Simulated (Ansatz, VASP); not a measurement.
One calculation of Ge, two programs

```
Ge
1.0
     0.00000    2.09836    2.09836
     2.09836    0.00000    2.09836
     2.09836    2.09836    0.00000
Ge
1
Direct
  0.00000 0.00000 0.00000
```

Alike in both runs: task single point; functional PBE; dispersion D3(BJ); k mesh 10 × 10 × 10; occupations gaussian, width 0.1 eV; no spin polarisation.

```csv
,VASP,Ansatz
version,VASP 6.6.1,Ansatz 0.2.0
potentials or method,"VASP PAW PBE potentials, release 64 (Ge_d), cutoff 500 eV","scalar-relativistic, plane waves, PAW"
valence electrons in the cell,14,14
```

Ansatz gave:

* gap on the k mesh at the Fermi level (eV): none
* pressure (GPa): 0.7

**Question.** Estimate VASP's values.

**Answer.** gap on the k mesh at the Fermi level (eV): none; pressure (GPa): 0.5.

A gap of «none» marks a metal or a gap that the smearing closes.
